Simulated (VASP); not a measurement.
SrO:

```
Sr O
1.0
     3.82593    0.00000    0.00000
    -1.91296    3.31335    0.00000
     0.00000    0.00000    5.33241
Sr O
2 2
Direct
  0.00000 0.00000 0.00000
  0.00000 0.00000 0.50000
  0.33333 0.66667 0.25000
  0.66667 0.33333 0.75000
```

- Program: VASP 6.6.1
- Task: relaxation of cell and atoms
- Functional: PBEsol
- Potentials or basis: VASP PAW PBE potentials, release 64 (Sr_sv, O)
- Cutoff: 600 eV
- k mesh: 10 × 10 × 6
- Occupations: gaussian, width 0.05 eV
- Spin: no spin polarisation

At the start: pressure 1.5 GPa; volume 16.90 Å³/atom.

Problem. Where does the relaxation end?

Solution. Over 5 steps the energy falls by 372.6 meV/atom and the volume is 16.93 Å³/atom (+0.2 %); space group P6_3/mmc (No. 194, to 0.1 Å) before and after.

Step by step:
| step | energy change (eV) | largest force (eV/Å) | pressure (GPa) | volume (Å³) |
| --- | --- | --- | --- | --- |
| 1 | 0.0000 | 0.0000 | 1.53 | 67.60 |
| 2 | -1.4901 | 0.0000 | -0.31 | 67.94 |
| 3 | -1.4901 | 0.0000 | -0.30 | 67.95 |
| 4 | -1.4903 | 0.0000 | 0.12 | 67.63 |
| 5 | -1.4903 | 0.0000 | 0.00 | 67.72 |

Final structure:
```yaml
crystal:
  lattice:
    - [3.54454, 0.00000, 0.00000]
    - [-1.77227, 3.06966, 0.00000]
    - [0.00000, 0.00000, 6.22375]
  atoms:
    - { symbol: Sr, position: [0.00000, 0.00000, 0.00000] }
    - { symbol: Sr, position: [0.00000, 0.00000, 0.50000] }
    - { symbol: O, position: [0.33333, 0.66667, 0.25000] }
    - { symbol: O, position: [0.66667, 0.33333, 0.75000] }
```

Caveat: a cell axis changed by over 15 % at a fixed basis, so the end point is rough; the PAW data sets were made with another functional, which shifts forces and pressure a little.
